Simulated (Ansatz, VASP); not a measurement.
# One calculation of Al16Cu, two programs

```xyz
17
Lattice="5.6324 0.0000 0.0000 0.0000 7.9655 0.0000 0.0000 0.0000 21.2294" Properties=species:S:1:pos:R:3 pbc="T T T"
Al    1.4081    1.9914    4.0000
Al    1.4081    5.9741    4.0000
Al    4.2243    1.9914    4.0000
Al    4.2243    5.9741    4.0000
Al    0.0000    0.0000    5.4081
Al    0.0000    3.9827    5.4081
Al    2.8162    0.0000    5.4081
Al    2.8162    3.9827    5.4081
Al    1.4081    1.9914    6.8803
Al    1.4081    5.9741    6.8803
Al    4.2243    1.9914    6.8803
Al    4.2243    5.9741    6.8803
Al    0.0000    0.0000    8.2294
Al    0.0000    3.9827    8.2294
Al    2.8162    0.0000    8.2294
Al    2.8162    3.9827    8.2294
Cu    0.4694    1.9914   11.2294
```

Alike in both runs: task single point; functional PBE; dispersion D3(BJ); k mesh 5 × 4 × 1; occupations gaussian, width 0.1 eV; no spin polarisation.

|  | VASP | Ansatz |
| --- | --- | --- |
| version | VASP 6.6.1 | Ansatz 0.2.0 |
| potentials or method | VASP PAW PBE potentials, release 64 (Al, Cu), cutoff 520 eV | scalar-relativistic, plane waves, PAW |
| valence electrons in the cell | 59 | 67 |

VASP gave:

- gap on the k mesh at the Fermi level (eV): none
- rms of the force components (eV/Å): 0.190

Which values does Ansatz return?

gap on the k mesh at the Fermi level (eV): none; rms of the force components (eV/Å): 0.191.

Atom by atom the forces differ by 0.002 eV/Å (rms over components). A gap of «none» marks a metal or a gap that the smearing closes. VASP's potentials hold 59 valence electrons a cell and Ansatz's 67, so a difference there can come from the potentials and not from the codes.
